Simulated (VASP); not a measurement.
# Mo (Im-3m) in VASP: a series of runs

Mo is run at these levels: PBE; tasks: electric field gradients.

Program: VASP 6.6.1. These are calculated values, not measurements. Logs are shortened: lines on timing, memory, paths and dates and some standing lists are left out, and cuts for length are marked.

## 1. The cell of the first run

The structure is cubic, space group Im-3m (No. 229). The conventional cell has a = 3.142 Å, b = 3.142 Å, c = 3.142 Å, α = 90.00°, β = 90.00°, γ = 90.00°. Mo (site symmetry m-3m) has 14 Mo at 2.72 to 3.14 Å within 3.6 Å.

## 2. Electric field gradients, PBE

Input file INCAR:

```
SYSTEM = Mo
PREC = Accurate
ENCUT = 520
EDIFF = 1E-8
ISMEAR = -1
SIGMA = 0.05
LREAL = .False.
LASPH = .True.
NELM = 60
ALGO = Normal
ISIF = 2
LWAVE = .False.
LCHARG = .False.
GGA = PE
LEFG = .True.
NBANDS = 13
```

Input file KPOINTS:

```
regular mesh
0
Gamma
  16 16 16
  0 0 0
```

Input file POSCAR:

```
Mo
1.0
   -1.5710000000      1.5710000000      1.5710000000
    1.5710000000     -1.5710000000      1.5710000000
    1.5710000000      1.5710000000     -1.5710000000
Mo
1
Direct
    0.0000000000      0.0000000000      0.0000000000
```

Potentials or basis: VASP PAW PBE potentials, release 64 (Mo_sv).

On the command line:

```sh
$ cat potpaw_PBE.64/Mo_sv/POTCAR > POTCAR
$ mpirun -np 1 vasp_std > vasp.out
```

OUTCAR:

```text
SYSTEM = Mo
   PREC = Accurate
   ENCUT = 520
   EDIFF = 1E-8
   ISMEAR = -1
   LREAL = .False.
   LASPH = .True.
   NELM = 60
   ISIF = 2
   GGA = PE

 ion  position               nearest neighbor table
   1  0.000  0.000  0.000-

  LATTYP: Found a body centered cubic cell.
 ALAT       =     3.1420000000

  Lattice vectors:

 A1 = (  -1.5710000000,   1.5710000000,   1.5710000000)
 A2 = (   1.5710000000,  -1.5710000000,   1.5710000000)
 A3 = (   1.5710000000,   1.5710000000,  -1.5710000000)

Analysis of symmetry for initial positions (statically):
=====================================================================
 Subroutine PRICEL returns:
 Original cell was already a primitive cell.

 Routine SETGRP: Setting up the symmetry group for a
 body centered cubic supercell.

 Subroutine GETGRP returns: Found 48 space group operations
 (whereof 48 operations were pure point group operations)
 out of a pool of 48 trial point group operations.

The static configuration has the point symmetry O_h .

Analysis of symmetry for dynamics (positions and initial velocities):
=====================================================================
 Subroutine PRICEL returns:
 Original cell was already a primitive cell.

 Routine SETGRP: Setting up the symmetry group for a
 body centered cubic supercell.

 Subroutine GETGRP returns: Found 48 space group operations
 (whereof 48 operations were pure point group operations)
 out of a pool of 48 trial point group operations.

The dynamic configuration has the point symmetry O_h .

 Subroutine INISYM returns: Found 48 space group operations
 (whereof 48 operations are pure point group operations),
 and found     1 'primitive' translations

----------------------------------------------------------------------------------------

                                     Primitive cell

  volume of cell :      15.5092

  direct lattice vectors                    reciprocal lattice vectors
    -1.571000000  1.571000000  1.571000000     0.000000000  0.318268619  0.318268619
     1.571000000 -1.571000000  1.571000000     0.318268619  0.000000000  0.318268619
     1.571000000  1.571000000 -1.571000000     0.318268619  0.318268619  0.000000000

  length of vectors
     2.721051819  2.721051819  2.721051819     0.450099797  0.450099797  0.450099797

  position of ions in fractional coordinates (direct lattice)
     0.000000000  0.000000000  0.000000000

  ion indices of the primitive-cell ions
   primitive index   ion index
                 1           1

----------------------------------------------------------------------------------------

 KPOINTS: regular mesh

Automatic generation of k-mesh.
 Grid dimensions read from file:
 generate k-points for:   16   16   16

 Generating k-lattice:

  Cartesian coordinates                     Fractional coordinates (reciprocal lattice)
     0.000000000  0.019891789  0.019891789     0.062500000  0.000000000  0.000000000
     0.019891789  0.000000000  0.019891789     0.000000000  0.062500000  0.000000000
     0.019891789  0.019891789  0.000000000     0.000000000  0.000000000  0.062500000

  Length of vectors
     0.028131237  0.028131237  0.028131237

  Shift w.r.t. Gamma in fractional coordinates (k-lattice)
     0.000000000  0.000000000  0.000000000

 Subroutine IBZKPT returns following result:
 ===========================================

 Found    145 irreducible k-points:

 Following reciprocal coordinates:
            Coordinates               Weight
  0.000000  0.000000  0.000000      1.000000
  0.062500  0.000000  0.000000     12.000000
  0.125000  0.000000  0.000000     12.000000
  0.187500  0.000000  0.000000     12.000000
  0.250000  0.000000  0.000000     12.000000
  0.312500  0.000000  0.000000     12.000000
[... 16 lines left out ...]
  0.187500  0.187500  0.000000     24.000000
  0.250000  0.187500 -0.000000     48.000000
 [... further k-points ...]
   k-points           NKPTS =    145   k-points in BZ     NKDIM =    145   number of bands    NBANDS=     13
   number of dos      NEDOS =    301   number of ions     NIONS =      1
   total plane-waves  NPLWV =   8000
   dimension x,y,z NGX =    20 NGY =   20 NGZ =   20
   dimension x,y,z NGXF=    40 NGYF=   40 NGZF=   40
   ions per type =               1
   NGX,Y,Z   is equivalent  to a cutoff of  12.22, 12.22, 12.22 a.u.
   NGXF,Y,Z  is equivalent  to a cutoff of  24.44, 24.44, 24.44 a.u.
 SYSTEM =  Mo
   PREC   = accura    normal or accurate (medium, high low for compatibility)
   ISTART =      0    job   : 0-new  1-cont  2-samecut
   ICHARG =      2    charge: 1-file 2-atom 10-const
   ISPIN  =      1    spin polarized calculation?
   LNONCOLLINEAR =      F non collinear calculations
   LSORBIT =      F    spin-orbit coupling
   LASPH  =      T    aspherical Exc in radial PAW
   ENCUT  =  520.0 eV  38.22 Ry    6.18 a.u.   5.06  5.06  5.06*2*pi/ulx,y,z
   NELM   =     60;   NELMIN=  2; NELMDL= -5     # of ELM steps
   EDIFF  = 0.1E-07   stopping-criterion for ELM
   LREAL  =      F    real-space projection
   EDIFFG = 0.1E-06   stopping-criterion for IOM
   NSW    =      0    number of steps for IOM
   IBRION =     -1    ionic relax: 0-MD 1-quasi-New 2-CG
   NFREE  =      0    steps in history (QN), initial steepest desc. (CG)
   ISIF   =      2    stress and relaxation
   ISYM   =      2    0-nonsym 1-usesym 2-fastsym
   POTIM  = 0.5000    time-step for ionic-motion
   TEBEG  =    0.0;   TEEND  =   0.0 temperature during run
   PSTRESS=    0.0 pullay stress
   NELECT =      14.0000    total number of electrons
   NUPDOWN=      -1.0000    fix difference up-down
   EMIN   =  10.00;   EMAX   =-10.00  energy-range for DOS
   EFERMI =   0.00;   METHOD = LEGACY
   ISMEAR =    -1;   SIGMA  =   0.05  broadening in eV -4-tet -1-fermi 0-gaus
   EFERMI_NEDOS =   21; number of points for ismear=-14 and -15
   IALGO  =     38    algorithm
   IMIX   =      4    mixing-type and parameters
     AMIX     =   0.40;   BMIX     =  1.00
     AMIX_MAG =   1.60;   BMIX_MAG =  1.00
  volume/ion in A,a.u.               =      15.51       104.66
  Fermi-wavevector in a.u.,A,eV,Ry     =   1.582176  2.989878 34.059184  2.503279
  Thomas-Fermi vector in A             =   2.682139
   LORBIT       =      0    0 simple, 1 ext, 2 COOP (PROOUT), +10 PAW based schemes
   GGA     = PE    functional components
   LHFCALC =     F    Hartree Fock is set to
   AEXX    =    0.0000 exact exchange contribution
   IVDW    =     0    specifies the selected vdW correction
   LEPSILON=     F    determine dielectric tensor
   LRPA    =     F    only Hartree local field effects (RPA)
 non-spin polarized calculation
  energy-cutoff  :      520.00
  volume of cell :       15.51
 maximum number of plane-waves:       430
   NGX = 11   NGY = 11   NGZ = 11

 number of electron      14.0000000 magnetization

 Free energy of the ion-electron system (eV)
  ---------------------------------------------------
  ext. energy  EPLUGINS =         0.00000000
  ---------------------------------------------------
  free energy    TOTEN  =       -10.93717212 eV

  energy without entropy =      -10.93325758  energy(sigma->0) =      -10.93521485

 E-fermi :  12.7240     XC(G=0): -13.4338

 val. band max:       12.7079918166   @ k =  -0.1875   0.1875   0.0625
 cond. band min:      12.7415890462   @ k =   0.3750   0.0000   0.0000
 fundamental gap:      0.0335972296
 Fermi energy:        12.7239815596

 k-point     1 :       0.0000    0.0000    0.0000
  band No.  band energies     occupation
      1     -48.5539      2.00000
      2     -21.8022      2.00000
      3     -21.8022      2.00000
      4     -21.8022      2.00000
      5       5.4590      2.00000
      6      11.3458      2.00000
      7      11.3458      2.00000
      8      11.3458      2.00000
      9      14.4005      0.00000
     10      14.4005      0.00000
     11      27.5643      0.00000
     12      27.5643      0.00000
     13      27.5643      0.00000

 k-point     2 :       0.0625    0.0000    0.0000
  band No.  band energies     occupation
      1     -48.5437      2.00000
      2     -21.8608      2.00000
      3     -21.8202      2.00000
      4     -21.8026      2.00000
      5       5.6337      2.00000
      6      11.2468      2.00000
      7      11.3294      2.00000
      8      11.5099      2.00000
      9      14.2541      0.00000
     10      14.4029      0.00000
     11      27.6962      0.00000
[... 339 lines left out ...]
 k-point    24 :       0.2500    0.1875   -0.0000
  band No.  band energies     occupation
      1     -48.3126      2.00000
      2     -22.9286      2.00000
      3     -22.2685      2.00000
      4     -21.9267      2.00000
      5       8.5151      2.00000
      6       9.7767      2.00000
      7      10.9094      2.00000
      8      13.8242      0.00000
      9      15.1730      0.00000
     10      17.4041      0.00000
     11      26.0299      0.00000
     12      27.5116      0.00000
     13      30.4414      0.00000

 [... further k-points ...]
[... 5 lines left out ...]
  --------------------------------------------------------------------------------------
  -------------------------------------------------------------------------------------
  Total        0.5038781      0.5038781      0.5038781      0.0000000      0.0000000      0.0000000
  in kB       52.0532109     52.0532109     52.0532109      0.0000000      0.0000000      0.0000000
  external PRESSURE =      52.0532109 kB  Pullay stress =       0.0000000 kB

 VOLUME and BASIS-vectors are now :
 -----------------------------------------------------------------------------
  energy-cutoff  :      520.00
  volume of cell :       15.51
      direct lattice vectors                 reciprocal lattice vectors
    -1.571000000  1.571000000  1.571000000     0.000000000  0.318268619  0.318268619
     1.571000000 -1.571000000  1.571000000     0.318268619  0.000000000  0.318268619
     1.571000000  1.571000000 -1.571000000     0.318268619  0.318268619  0.000000000

 POSITION                                       TOTAL-FORCE (eV/Angst)
 -----------------------------------------------------------------------------------
      0.00000      0.00000      0.00000        -0.000000      0.000000     -0.000000
 -----------------------------------------------------------------------------------
    total drift:                                0.000000      0.000000      0.000000

  FREE ENERGIE OF THE ION-ELECTRON SYSTEM (eV)
  ---------------------------------------------------
  free  energy   TOTEN  =       -10.9371721234 eV

  energy  without entropy=      -10.9332575792  energy(sigma->0) =      -10.93521485

 Electric field gradients (V/A^2)
---------------------------------------------------------------------
 ion       V_xx      V_yy      V_zz      V_xy      V_xz      V_yz
---------------------------------------------------------------------
   1       0.000    -0.000    -0.000    -0.001    -0.001    -0.001
---------------------------------------------------------------------

 Electric field gradients after diagonalization (V/A^2)
 (convention: |V_zz| > |V_xx| > |V_yy|)
----------------------------------------------------------------------
 ion       V_xx      V_yy      V_zz     asymmetry (V_yy - V_xx)/ V_zz
----------------------------------------------------------------------
   1       0.001     0.001    -0.001       0.000
----------------------------------------------------------------------

           NMR quadrupolar parameters

 Cq : quadrupolar parameter    Cq=e*Q*V_zz/h
 eta: asymmetry parameters     (V_yy - V_xx)/ V_zz
 Q  : nuclear electric quadrupole moment in mb (millibarn)
----------------------------------------------------------------------
 ion       Cq(MHz)       eta       Q (mb)
----------------------------------------------------------------------
   1      -0.000       0.000       1.000
----------------------------------------------------------------------
```

Run time: 17 s. Hardware: 1 thread of Intel Xeon 6975P-C, shared host; peak memory 0.14 GiB.

What came out:

```yaml
Free_energy: -10.9372 eV
Pressure: 5.2 GPa
Band_gap_on_the_k_mesh: zero (band 7 reaches 16.75 eV, above the bottom of band 8 at 11.35 eV)
```

Levels at points of the mesh, in eV from the Fermi level:
```
           k point  band 4  band 5  band 6  band 7  band 8  band 9  band 10  band 11
(0.00, 0.00, 0.00)  -34.53   -7.26   -1.38   -1.38   -1.38    1.68     1.68    14.84
(0.50, 0.00, 0.00)  -34.54   -5.37   -3.44    1.65    1.71    2.35     4.80    11.77
(0.50, 0.50, 0.50)  -35.51   -5.50   -5.50    4.03    4.03    4.03     9.12     9.12
```

Caveat: without QUAD_EFG the Cq values of the log hold for a quadrupole moment of 1 mb, not for the nuclei.

[end of part 1 of 3]
